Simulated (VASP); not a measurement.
Wanted: the native input for a VASP 6.6.1 run.

```
Task                   : single point
Functional             : PBEsol
Potentials or basis    : VASP PAW PBE potentials, release 64 (Ru_pv)
Cutoff                 : 520 eV
k mesh                 : 18 × 18 × 10
Occupations            : gaussian, width 0.15 eV
Spin                   : no spin polarisation
Dipole correction      : no
Further INCAR settings : ALGO = Fast; EDIFF = 1e-06; NBANDS = 21
```

The structure of Ru lies in POSCAR:

```
Ru
1.0
    2.5767000000      0.0000000000      0.0000000000
   -1.2883500000      2.2314876579      0.0000000000
    0.0000000000      0.0000000000      4.6606000000
Ru
2
Direct
    0.3333333333      0.6666666667      0.2500000000
    0.6666666667      0.3333333333      0.7500000000
```

The input as run:

INCAR

```
PREC = Accurate ; ENCUT = 520
EDIFF = 1E-6 ; ISMEAR = 0
SIGMA = 0.15 ; LREAL = F
LASPH = T ; NELM = 80
ALGO = Fast ; ISIF = 2
LWAVE = F ; LCHARG = T
GGA = PS ; LELF = T
LVHAR = T ; NBANDS = 21
```

KPOINTS

```
Automatic mesh
0
Gamma
  18 18 10
```

Potentials or basis: VASP PAW PBE potentials, release 64 (Ru_pv).

Run with:

```sh
$ cat potpaw_PBE.64/Ru_pv/POTCAR > POTCAR
$ mpirun -np 1 vasp_std > vasp.out
```

Results of the run:

```yaml
Pressure: 3.9 GPa
Band_gap_on_the_k_mesh: zero (band 14 reaches 14.41 eV, above the bottom of band 15 at 11.75 eV)
```

Caveat: the PAW data sets were made with another functional, which shifts forces and pressure a little.

Run time: 44 s on 1 thread of Intel(R) Xeon(R) 6975P-C (Granite Rapids), on a shared host, peak memory 0.21 GiB.
